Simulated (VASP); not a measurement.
Runs of VASP 6.6.1 on SiC. The structure is that of space group F-43m (No. 216), or close to it. The cells are those of the table. 

```tsv
level	cell	smearing	gap on the mesh (eV)	pressure (GPa)
PBE	a = 3.135 Å, angles 60.0°, 2 atoms	fermi-dirac 0.02 eV	1.40	-7.3
r2SCAN	a = 3.081, b = 3.081, c = 3.150 Å, angles 59.3, 59.3, 58.5°, 2 atoms	gaussian 0.01 eV	1.39	(b)
r2SCAN	a = 3.135 Å, angles 60.0°, 2 atoms	gaussian 0.01 eV	(a)	(c)
r2SCAN	a = 3.120, b = 3.120, c = 3.080 Å, angles 60.4, 60.4, 59.2°, 2 atoms	gaussian 0.01 eV	1.60	-5.6
```

Alike in all rows: task single point; potentials or basis VASP PAW PBE potentials, release 64 (Si, C); no spin polarisation; k mesh 10 × 10 × 10; cutoff (eV) 520.

Question: Estimate the missing entries.

Answer: (a) 1.76; (b) 0.2; (c) -11.0.

Caveats: the PAW data sets were made with another functional, which shifts forces and pressure a little (some runs).

A k mesh can miss the band edges.
